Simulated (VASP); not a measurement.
# CuF (P6_3/mmc) in VASP: further runs

CuF is run at these levels: PBE, LDA; tasks: single point.

Everything below comes from runs of VASP 6.6.1. Logs are shortened: lines on timing, memory, paths and dates and some standing lists are left out, and cuts for length are marked.

## 1. The cell of the first run

The structure is hexagonal, space group P6_3/mmc (No. 194). The conventional cell has a = 3.536 Å, b = 3.536 Å, c = 5.515 Å, α = 90.00°, β = 90.00°, γ = 120.00°. Cu (site symmetry -6m2) has 5 F at 2.04 to 2.76 Å within 2.8 Å. Within 2.8 Å of F (site symmetry -6m2) lie 5 Cu at 2.04 to 2.76 Å.

## 2. Single point, PBE

File INCAR:

```
ALGO     = Normal         # electronic algorithm
EDIFF    = 1E-6           # SCF threshold, eV
ENCUT    = 1350           # plane-wave cutoff, eV
GGA      = PE             # functional
GGA_COMPAT= F            
ISIF     = 2              # what is computed and relaxed
ISMEAR   = -1             # smearing method
LASPH    = T              # aspherical terms in the spheres
LCHARG   = F              # write CHGCAR
LREAL    = F              # projectors in reciprocal space
LWAVE    = F              # write WAVECAR
NBANDS   = 34             # bands
NELM     = 120            # most SCF steps
PREC     = Accurate       # precision mode
SIGMA    = 0.02           # smearing width, eV
```

File KPOINTS:

```
k-points
0
Gamma
  12 12 6
```

File POSCAR:

```
CuF
1.0
    3.5358154456      0.0000000000      0.0000000000
   -1.7679077228      3.0621059989      0.0000000000
    0.0000000000      0.0000000000      5.5153185652
Cu F
2 2
Direct
    0.3333333333      0.6666666667      0.2500000000
    0.6666666667      0.3333333333      0.7500000000
    0.6666666667      0.3333333333      0.2500000000
    0.3333333333      0.6666666667      0.7500000000
```

Potentials or basis: VASP PAW PBE potentials, release 64 (Cu_sv_GW, F_h).

The run is started by

```
cat potpaw_PBE.64/Cu_sv_GW/POTCAR potpaw_PBE.64/F_h/POTCAR > POTCAR
mpirun -np 1 vasp_std > vasp.out
```

OUTCAR:

```text
EDIFF = 1E-6
   ENCUT = 1350
   GGA = PE
   ISIF = 2
   ISMEAR = -1
   LASPH = T
   LREAL = F
   NELM = 120
   PREC = Accurate

 ion  position               nearest neighbor table
   1  0.333  0.667  0.250-   3 2.04   3 2.04   3 2.04
   2  0.667  0.333  0.750-   4 2.04   4 2.04   4 2.04
   3  0.667  0.333  0.250-   1 2.04   1 2.04   1 2.04
   4  0.333  0.667  0.750-   2 2.04   2 2.04   2 2.04

  LATTYP: Found a hexagonal cell.
 ALAT       =     3.5358154456
 C/A-ratio  =     1.5598434506

  Lattice vectors:

 A1 = (   3.5358154456,   0.0000000000,   0.0000000000)
 A2 = (  -1.7679077228,   3.0621059989,   0.0000000000)
 A3 = (   0.0000000000,   0.0000000000,   5.5153185652)

Analysis of symmetry for initial positions (statically):
=====================================================================
 Subroutine PRICEL returns:
 Original cell was already a primitive cell.

 Routine SETGRP: Setting up the symmetry group for a
 hexagonal supercell.

 Subroutine GETGRP returns: Found 24 space group operations
 (whereof 12 operations were pure point group operations)
 out of a pool of 24 trial point group operations.

The static configuration has the point symmetry D_3d.
 The point group associated with its full space group is D_6h.

Analysis of symmetry for dynamics (positions and initial velocities):
=====================================================================
 Subroutine PRICEL returns:
 Original cell was already a primitive cell.

 Routine SETGRP: Setting up the symmetry group for a
 hexagonal supercell.

 Subroutine GETGRP returns: Found 24 space group operations
 (whereof 12 operations were pure point group operations)
 out of a pool of 24 trial point group operations.

The dynamic configuration has the point symmetry D_3d.
 The point group associated with its full space group is D_6h.

 Subroutine INISYM returns: Found 24 space group operations
 (whereof 12 operations are pure point group operations),
 and found     1 'primitive' translations

----------------------------------------------------------------------------------------

                                     Primitive cell

  volume of cell :      59.7146

  direct lattice vectors                    reciprocal lattice vectors
     3.535815446  0.000000000  0.000000000     0.282820191  0.163286313  0.000000000
    -1.767907723  3.062105999  0.000000000     0.000000000  0.326572627  0.000000000
     0.000000000  0.000000000  5.515318565     0.000000000  0.000000000  0.181313189

  length of vectors
     3.535815446  3.535815446  5.515318565     0.326572627  0.326572627  0.181313189

  position of ions in fractional coordinates (direct lattice)
     0.333333333  0.666666667  0.250000000
     0.666666667  0.333333333  0.750000000
     0.666666667  0.333333333  0.250000000
     0.333333333  0.666666667  0.750000000

  ion indices of the primitive-cell ions
   primitive index   ion index
                 1           1
                 2           2
                 3           3
                 4           4

----------------------------------------------------------------------------------------

 KPOINTS: k-points

Automatic generation of k-mesh.
 Grid dimensions read from file:
 generate k-points for:   12   12    6

 Generating k-lattice:

  Cartesian coordinates                     Fractional coordinates (reciprocal lattice)
     0.023568349  0.013607193  0.000000000     0.083333333 -0.000000000  0.000000000
     0.000000000  0.027214386  0.000000000     0.000000000  0.083333333  0.000000000
     0.000000000  0.000000000  0.030218865     0.000000000  0.000000000  0.166666667

  Length of vectors
     0.027214386  0.027214386  0.030218865

  Shift w.r.t. Gamma in fractional coordinates (k-lattice)
     0.000000000  0.000000000  0.000000000

 Subroutine IBZKPT returns following result:
 ===========================================

 Found     76 irreducible k-points:

 Following reciprocal coordinates:
            Coordinates               Weight
  0.000000  0.000000  0.000000      1.000000
  0.083333  0.000000  0.000000      6.000000
  0.166667  0.000000  0.000000      6.000000
  0.250000  0.000000  0.000000      6.000000
  0.333333  0.000000  0.000000      6.000000
  0.416667 -0.000000  0.000000      6.000000
[... 16 lines left out ...]
  0.250000  0.000000  0.166667     12.000000
  0.333333  0.000000  0.166667     12.000000
 [... further k-points ...]
   k-points           NKPTS =     76   k-points in BZ     NKDIM =     76   number of bands    NBANDS=     34
   number of dos      NEDOS =    301   number of ions     NIONS =      4
   total plane-waves  NPLWV = 123480
   dimension x,y,z NGX =    42 NGY =   42 NGZ =   70
   dimension x,y,z NGXF=    84 NGYF=   84 NGZF=  140
   ions per type =               2   2
   NGX,Y,Z   is equivalent  to a cutoff of  19.75, 19.75, 21.10 a.u.
   NGXF,Y,Z  is equivalent  to a cutoff of  39.49, 39.49, 42.20 a.u.
 SYSTEM =  unknown system
   PREC   = accura    normal or accurate (medium, high low for compatibility)
   ISTART =      0    job   : 0-new  1-cont  2-samecut
   ICHARG =      2    charge: 1-file 2-atom 10-const
   ISPIN  =      1    spin polarized calculation?
   LNONCOLLINEAR =      F non collinear calculations
   LSORBIT =      F    spin-orbit coupling
   LASPH  =      T    aspherical Exc in radial PAW
   ENCUT  = 1350.0 eV  99.22 Ry    9.96 a.u.  10.59 10.59 16.52*2*pi/ulx,y,z
   NELM   =    120;   NELMIN=  2; NELMDL= -5     # of ELM steps
   EDIFF  = 0.1E-05   stopping-criterion for ELM
   LREAL  =      F    real-space projection
   EDIFFG = 0.1E-04   stopping-criterion for IOM
   NSW    =      0    number of steps for IOM
   IBRION =     -1    ionic relax: 0-MD 1-quasi-New 2-CG
   NFREE  =      0    steps in history (QN), initial steepest desc. (CG)
   ISIF   =      2    stress and relaxation
   ISYM   =      2    0-nonsym 1-usesym 2-fastsym
   POTIM  = 0.5000    time-step for ionic-motion
   TEBEG  =    0.0;   TEEND  =   0.0 temperature during run
   PSTRESS=    0.0 pullay stress
   NELECT =      52.0000    total number of electrons
   NUPDOWN=      -1.0000    fix difference up-down
   EMIN   =  10.00;   EMAX   =-10.00  energy-range for DOS
   EFERMI =   0.00;   METHOD = LEGACY
   ISMEAR =    -1;   SIGMA  =   0.02  broadening in eV -4-tet -1-fermi 0-gaus
   EFERMI_NEDOS =   21; number of points for ismear=-14 and -15
   IALGO  =     38    algorithm
   IMIX   =      4    mixing-type and parameters
     AMIX     =   0.40;   BMIX     =  1.00
     AMIX_MAG =   1.60;   BMIX_MAG =  1.00
  volume/ion in A,a.u.               =      14.93       100.74
  Fermi-wavevector in a.u.,A,eV,Ry     =   1.563325  2.954255 33.252415  2.443984
  Thomas-Fermi vector in A             =   2.666112
   LORBIT       =      0    0 simple, 1 ext, 2 COOP (PROOUT), +10 PAW based schemes
   GGA     = PE    functional components
   LHFCALC =     F    Hartree Fock is set to
   AEXX    =    0.0000 exact exchange contribution
   IVDW    =     0    specifies the selected vdW correction
   LEPSILON=     F    determine dielectric tensor
   LRPA    =     F    only Hartree local field effects (RPA)
 non-spin polarized calculation
  energy-cutoff  :     1350.00
  volume of cell :       59.71
 maximum number of plane-waves:      6801
   NGX = 21   NGY = 21   NGZ = 33

 number of electron      52.0000013 magnetization

 Free energy of the ion-electron system (eV)
  ---------------------------------------------------
  ext. energy  EPLUGINS =         0.00000000
  ---------------------------------------------------
  free energy    TOTEN  =       -14.38772533 eV

  energy without entropy =      -14.38310174  energy(sigma->0) =      -14.38541353

 E-fermi :   2.8207     XC(G=0):  -9.7626

 val. band max:        2.8177577078   @ k =   0.0833   0.0833   0.0000
 cond. band min:       2.8213682723   @ k =   0.0833   0.0000   0.3333
 fundamental gap:      0.0036105645
 Fermi energy:         2.8207203828

 k-point     1 :       0.0000    0.0000    0.0000
  band No.  band energies     occupation
      1    -107.9421      2.00000
      2    -107.9419      2.00000
      3     -65.4562      2.00000
      4     -65.4542      2.00000
      5     -65.3430      2.00000
      6     -65.3430      2.00000
[... 26 lines left out ...]
     33      14.6209      0.00000
     34      16.8296      0.00000

 k-point     2 :       0.0833    0.0000    0.0000
  band No.  band energies     occupation
      1    -107.9420      2.00000
      2    -107.9419      2.00000
      3     -65.4562      2.00000
      4     -65.4542      2.00000
      5     -65.3431      2.00000
      6     -65.3431      2.00000
[... 26 lines left out ...]
     33      14.9868      0.00000
     34      16.0143      0.00000

 k-point     3 :       0.1667    0.0000    0.0000
  band No.  band energies     occupation
      1    -107.9420      2.00000
      2    -107.9419      2.00000
      3     -65.4561      2.00000
      4     -65.4543      2.00000
      5     -65.3434      2.00000
      6     -65.3431      2.00000
[... 26 lines left out ...]
     33      14.8237      0.00000
     34      15.6364      0.00000

 k-point     4 :       0.2500    0.0000    0.0000
  band No.  band energies     occupation
      1    -107.9420      2.00000
      2    -107.9419      2.00000
      3     -65.4559      2.00000
      4     -65.4544      2.00000
      5     -65.3438      2.00000
      6     -65.3434      2.00000
[... 26 lines left out ...]
     33      13.5578      0.00000
     34      16.4898      0.00000

 k-point     5 :       0.3333    0.0000    0.0000
  band No.  band energies     occupation
      1    -107.9420      2.00000
      2    -107.9419      2.00000
      3     -65.4557      2.00000
      4     -65.4545      2.00000
      5     -65.3441      2.00000
      6     -65.3438      2.00000
[... 621 lines left out ...]
 k-point    22 :       0.1667    0.0000    0.1667
  band No.  band energies     occupation
      1    -107.9420      2.00000
      2    -107.9419      2.00000
      3     -65.4559      2.00000
      4     -65.4544      2.00000
      5     -65.3434      2.00000
      6     -65.3431      2.00000
[... 26 lines left out ...]
     33      14.2639      0.00000
     34      15.3077      0.00000

 k-point    23 :       0.2500    0.0000    0.1667
  band No.  band energies     occupation
      1    -107.9420      2.00000
      2    -107.9419      2.00000
      3     -65.4558      2.00000
      4     -65.4545      2.00000
      5     -65.3437      2.00000
      6     -65.3434      2.00000
[... 26 lines left out ...]
     33      13.6334      0.00000
     34      16.1397      0.00000

 k-point    24 :       0.3333    0.0000    0.1667
  band No.  band energies     occupation
      1    -107.9420      2.00000
      2    -107.9419      2.00000
      3     -65.4556      2.00000
      4     -65.4546      2.00000
      5     -65.3441      2.00000
      6     -65.3438      2.00000
[... 26 lines left out ...]
     33      13.5695      0.00000
     34      16.0634      0.00000

 [... further k-points ...]
[... 5 lines left out ...]
  --------------------------------------------------------------------------------------
  -------------------------------------------------------------------------------------
  Total       -0.0388738     -0.0388738     -0.0696072      0.0000000     -0.0000000      0.0000000
  in kB       -1.0430076     -1.0430076     -1.8676024      0.0000000     -0.0000000      0.0000000
  external PRESSURE =      -1.3178725 kB  Pullay stress =       0.0000000 kB

 VOLUME and BASIS-vectors are now :
 -----------------------------------------------------------------------------
  energy-cutoff  :     1350.00
  volume of cell :       59.71
      direct lattice vectors                 reciprocal lattice vectors
     3.535815446  0.000000000  0.000000000     0.282820191  0.163286313  0.000000000
    -1.767907723  3.062105999  0.000000000     0.000000000  0.326572627  0.000000000
     0.000000000  0.000000000  5.515318565     0.000000000  0.000000000  0.181313189

 POSITION                                       TOTAL-FORCE (eV/Angst)
 -----------------------------------------------------------------------------------
     -0.00000      2.04140      1.37883         0.000000     -0.000000      0.000000
      1.76791      1.02070      4.13649        -0.000000      0.000000      0.000000
      1.76791      1.02070      1.37883         0.000000     -0.000000      0.000000
     -0.00000      2.04140      4.13649        -0.000000      0.000000      0.000000
 -----------------------------------------------------------------------------------
    total drift:                                0.000001     -0.000000      0.000000

  FREE ENERGIE OF THE ION-ELECTRON SYSTEM (eV)
  ---------------------------------------------------
  free  energy   TOTEN  =       -14.3877253270 eV

  energy  without entropy=      -14.3831017361  energy(sigma->0) =      -14.38541353
```

Wall time 6.9 min (1 thread of Intel Xeon 6975P-C (Granite Rapids), shared host); peak memory 0.79 GiB.

Results:

```yaml
Free_energy: -14.3877 eV
Pressure: -0.1 GPa
Band_gap_on_the_k_mesh: zero (bands 26 and 27 overlap by 0.04 eV)
```

Levels at points of the mesh, in eV from the Fermi level:
| k point | band 23 | band 24 | band 25 | band 26 | band 27 | band 28 | band 29 | band 30 |
| --- | --- | --- | --- | --- | --- | --- | --- | --- |
| (0.00, 0.00, 0.00) | -0.76 | 0.01 | 0.01 | 0.02 | 0.02 | 3.06 | 4.39 | 11.35 |
| (0.50, 0.00, 0.00) | -0.85 | -0.72 | -0.62 | -0.54 | 3.13 | 4.07 | 6.24 | 6.87 |
| (0.00, 0.00, 0.50) | 0.01 | 0.01 | 0.01 | 0.01 | 0.26 | 0.26 | 8.28 | 8.28 |
| (0.50, 0.00, 0.50) | -0.72 | -0.72 | -0.57 | -0.57 | 3.90 | 3.90 | 4.91 | 4.91 |

Caveat: semilocal functionals underestimate gaps, and a narrow one can read as zero. With open d or f shells a metallic result of PBE can be an artefact of self-interaction; +U or a hybrid may open a gap.

## 3. Single point, LDA

This run uses another cell than the first one, of 13.55 Å³/atom.

File INCAR:

```
SYSTEM = CuF
ALGO = Normal
EDIFF = 1E-6
ENCUT = 1350
GGA_COMPAT = .FALSE.
ISIF = 2
ISMEAR = -1
LASPH = .TRUE.
LCHARG = .FALSE.
LREAL = .FALSE.
LWAVE = .FALSE.
NBANDS = 34
NELM = 120
PREC = Accurate
SIGMA = 0.02
```

File KPOINTS:

```
k-points
0
G
  12 12 6
  0 0 0
```

File POSCAR:

```
CuF
1.0
    3.5086571515      0.0000000000      0.0000000000
   -1.7543285757      3.0385862264      0.0000000000
    0.0000000000      0.0000000000      5.0825198637
Cu F
2 2
Direct
    0.3333333333      0.6666666667      0.2500000000
    0.6666666667      0.3333333333      0.7500000000
    0.6666666667      0.3333333333      0.2500000000
    0.3333333333      0.6666666667      0.7500000000
```

Potentials or basis: VASP PAW LDA potentials, release 64 (Cu_sv_GW, F_h).

The run is started by

```
cat potpaw_LDA.64/Cu_sv_GW/POTCAR potpaw_LDA.64/F_h/POTCAR > POTCAR
mpirun -np 1 vasp_std > vasp.out
```

Run time: 6.3 min. Hardware: 1 thread of AMD EPYC 9R45 (Zen 5), shared host; peak memory 0.63 GiB.

It converged, with:

```
Free energy            : -17.1818 eV
Pressure               : -5.7 GPa
Band gap on the k mesh : zero (bands 26 and 27 overlap by 0.04 eV)
```

Stress tensor (GPa, compression positive):
```
-6.63  0.00  0.00
 0.00 -6.63  0.00
 0.00  0.00 -3.96
```

Levels at points of the mesh, in eV from the Fermi level:
```tsv
k point	band 24	band 25	band 26	band 27	band 28	band 29
(0.00, 0.00, 0.00)	0.01	0.01	0.03	0.03	3.63	5.10
(0.50, 0.00, 0.00)	-0.68	-0.66	-0.55	3.18	4.05	6.51
(0.00, 0.00, 0.50)	0.02	0.02	0.02	0.58	0.58	9.30
(0.50, 0.00, 0.50)	-0.60	-0.51	-0.51	4.01	4.01	5.16
```

Caveat: the cell stands under tension; semilocal functionals underestimate gaps, and a narrow one can read as zero. With open d or f shells a metallic result of LDA can be an artefact of self-interaction; +U or a hybrid may open a gap.

## 4. Single point, PBE

This run uses another cell than the first one, of 13.55 Å³/atom.

File INCAR:

```
PREC = Accurate ; ENCUT = 1350
EDIFF = 1E-6 ; ISMEAR = -1
SIGMA = 0.02 ; LREAL = False
LASPH = True ; NELM = 120
ALGO = Normal ; ISIF = 2
LWAVE = False ; LCHARG = False
GGA = PE ; NBANDS = 34
GGA_COMPAT = False
```

File KPOINTS:

```
regular mesh
0
Gamma
  12 12 6
```

POSCAR is that of step 3.

Potentials or basis: VASP PAW PBE potentials, release 64 (Cu_sv_GW, F_h).

The run is started by

```
cat potpaw_PBE.64/Cu_sv_GW/POTCAR potpaw_PBE.64/F_h/POTCAR > POTCAR
mpirun -np 1 vasp_std > vasp.out
```

It took 15 min on 1 thread of Intel Xeon Platinum 8259CL at 2.50GHz (Skylake/Cascade Lake), shared host; peak memory 0.73 GiB.

It converged, with:

```yaml
Free_energy: -14.3266 eV
Pressure: 4.2 GPa
Band_gap_on_the_k_mesh: zero (bands 26 and 27 overlap by 0.04 eV)
```

Stress tensor (GPa, compression positive):
```
4.52 0.00 0.00
0.00 4.52 0.00
0.00 0.00 3.67
```

Levels at points of the mesh, in eV from the Fermi level:
```
           k point  band 23  band 24  band 25  band 26  band 27  band 28  band 29  band 30
(0.00, 0.00, 0.00)    -0.82     0.01     0.01     0.03     0.03     3.70     5.15    11.35
(0.50, 0.00, 0.00)    -0.76    -0.66    -0.66    -0.53     3.23     4.09     6.61     7.57
(0.00, 0.00, 0.50)     0.02     0.02     0.02     0.02     0.59     0.59     9.41     9.41
(0.50, 0.00, 0.50)    -0.58    -0.58    -0.51    -0.51     4.08     4.08     5.21     5.21
```

Caveat: the cell stands under pressure; semilocal functionals underestimate gaps, and a narrow one can read as zero. With open d or f shells a metallic result of PBE can be an artefact of self-interaction; +U or a hybrid may open a gap.

## 5. Summary

```csv
level,potentials or basis,cell,gap on the mesh (eV),pressure (GPa)
PBE,"VASP PAW PBE potentials, release 64 (Cu_sv_GW, F_h)","a = 3.536, b = 3.536, c = 5.515 Å, angles 90.0, 90.0, 120.0°, 4 atoms",none,-0.1
LDA,"VASP PAW LDA potentials, release 64 (Cu_sv_GW, F_h)","a = 3.509, b = 3.509, c = 5.083 Å, angles 90.0, 90.0, 120.0°, 4 atoms",none,-5.7
PBE,"VASP PAW PBE potentials, release 64 (Cu_sv_GW, F_h)","a = 3.509, b = 3.509, c = 5.083 Å, angles 90.0, 90.0, 120.0°, 4 atoms",none,4.2
```

Alike in all rows: task single point; no spin polarisation; k mesh 12 × 12 × 6; cutoff (eV) 1350; smearing fermi-dirac 0.02 eV.

Caveats: semilocal functionals underestimate gaps, and a narrow one can read as zero; the cell stands under tension (at least some runs); the cell stands under pressure (at least some runs).

Total energies depend on the potentials used, so only differences within one code and one set of settings carry meaning.
